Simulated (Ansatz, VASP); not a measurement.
One calculation of AlNi, two programs

```xyz
4
Lattice="-2.8622 0.0000 -2.8622 0.0000 -2.8622 -2.8622 -2.8622 -2.8622 0.0000" Properties=species:S:1:pos:R:3 pbc="T T T"
Al   -2.8622   -2.8622   -2.8622
Al    0.0000    0.0000    0.0000
Ni   -1.4311   -1.4311   -1.4461
Ni   -4.2932   -4.2932   -4.2782
```

Change from the starting cell: mode 4 (170.3 1/cm) frozen in, largest displacement +0.015 Å.

Alike in both runs: task single point; functional PBEsol; k mesh 18 × 18 × 18; occupations gaussian, width 0.15 eV; no spin polarisation.

|  | VASP | Ansatz |
| --- | --- | --- |
| version | VASP 6.6.1 | Ansatz 0.2.0 |
| potentials or method | VASP PAW PBE potentials, release 64 (Al, Ni), cutoff 600 eV | scalar-relativistic, plane waves, PAW |
| valence electrons in the cell | 26 | 42 |

```tsv
	VASP	Ansatz	Ansatz less VASP
gap on the k mesh at the Fermi level (eV)	none	none	-
pressure (GPa)	0.2	0.0	-0.13
rms of the force components (eV/Å)	0.039	0.038	-0.0001
```

VASP's potentials were made for PBE, not for PBEsol. Atom by atom the forces differ by 0.000 eV/Å (rms over components). A gap of «none» marks a metal or a gap that the smearing closes. VASP's potentials hold 26 valence electrons a cell and Ansatz's 42, so a difference there can come from the potentials and not from the codes.
